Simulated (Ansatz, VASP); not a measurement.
**Te in VASP and in Ansatz**

File POSCAR:

```
Te
1.0
    3.8202894285     -2.1482026000      0.0000000000
    3.8202894285      2.1482026000      0.0000000000
   -0.0942908673      0.0000000000      5.9760906531
Te
3
Direct
    0.0000000000      0.0000000000      0.0000000000
    0.3094466100      0.3094466100      0.3388094900
    0.6905533900      0.6905533900      0.6611905100
```

The input INCAR.step1:

```
SYSTEM = Te
  ALGO = Normal
  EDIFF = 1E-4
  ENCUT = 520
  GGA = PE
  ISMEAR = -1
  LASPH = .TRUE.
  LCHARG = .FALSE.
  LREAL = .FALSE.
  LWAVE = .TRUE.
  NBANDS = 16
  NELM = 100
  PREC = Accurate
  SIGMA = 0.05
```

INCAR.step2

```
SYSTEM = Te
  ALGO = Normal
  EDIFF = 1E-6
  ENCUT = 520
  ISIF = 2
  ISMEAR = -1
  ISTART = 1
  LASPH = .TRUE.
  LCHARG = .TRUE.
  LELF = .TRUE.
  LMIXTAU = .TRUE.
  LREAL = .FALSE.
  LVHAR = .TRUE.
  LWAVE = .FALSE.
  METAGGA = R2SCAN
  NBANDS = 16
  NELM = 100
  PREC = Accurate
  SIGMA = 0.05
```

KPOINTS

```
k-points
0
G
  4 4 3
  0 0 0
```

Contents of input.yaml:

```yaml
crystal:
  lattice:
    - [3.8202894285, -2.1482026, 0.0]
    - [3.8202894285, 2.1482026, 0.0]
    - [-0.0942908673, 0.0, 5.9760906531]
  atoms:
    - { symbol: Te, position: [0.0, 0.0, 0.0] }
    - { symbol: Te, position: [0.30944661, 0.30944661, 0.33880949] }
    - { symbol: Te, position: [0.69055339, 0.69055339, 0.66119051] }
hamiltonian:
  xc: r2scan
  pseudopotentials: { kind: paw }
kpoints:
  mp_grid: { grid: [4, 4, 3] }
  band_path:
    path:
      - [[0.0, 0.0, 0.0], [0.5, 0.5, -1.0], [0.106348683, 0.106348683, -1.4779432529], [0.5, 0.5, -0.5], [0.6725256635, 0.3274743365, -0.5]]
      - [[0.3274743365, -0.3274743365, 0.5], [0.0, 0.0, 0.5], [0.893651317, 0.893651317, 0.4779432529]]
      - [[0.5, 0.5, -1.0], [0.5449043427, 0.4550956573, -1.0]]
      - [[0.4550956573, -0.4550956573, 0.0], [0.0, 0.0, 0.0], [0.5, 0.0, -0.5]]
      - [[0.5, 0.0, 0.0], [0.0, 0.0, 0.0]]
    npoints: 14
scf:
  occupations: { method: fermi_dirac, width: 0.05 }
  n_extra_bands: 7
output:
  forces: true
  stress: true
  eigenvalues: true
  fatbands: false
  write_density: true
  write_potential: true
  elf: true
  volumetric_format: npy
```

Alike in both runs: functional r2SCAN; k mesh 4 × 4 × 3; occupations fermi-dirac, width 0.05 eV; no spin polarisation.

```csv
,VASP,Ansatz
version,VASP 6.6.1,Ansatz 0.2.0
potentials or method,"VASP PAW PBE potentials, release 64 (Te)",Ansatz PAW
plane-wave cutoff (eV),520,500
valence electrons in the cell,18,48
task,single point,band structure
```

|  | VASP | Ansatz | Ansatz less VASP |
| --- | --- | --- | --- |
| pressure (GPa) | 0.3 | 0.3 | +0.03 |
| traceless stress, the component that is largest in VASP (GPa) | -0.35 | -0.34 | +0.003 |
| rms of the force components (eV/Å) | 0.044 | 0.049 | +0.0045 |

VASP's potentials were made for PBE, not for r2SCAN. Atom by atom the forces differ by 0.005 eV/Å (rms over components). VASP's potentials hold 18 valence electrons a cell and Ansatz's 48, so a difference there can come from the potentials and not from the codes.

The k mesh is coarse, so the values compare programs but aren't converged. Neither program's run includes spin-orbit coupling.
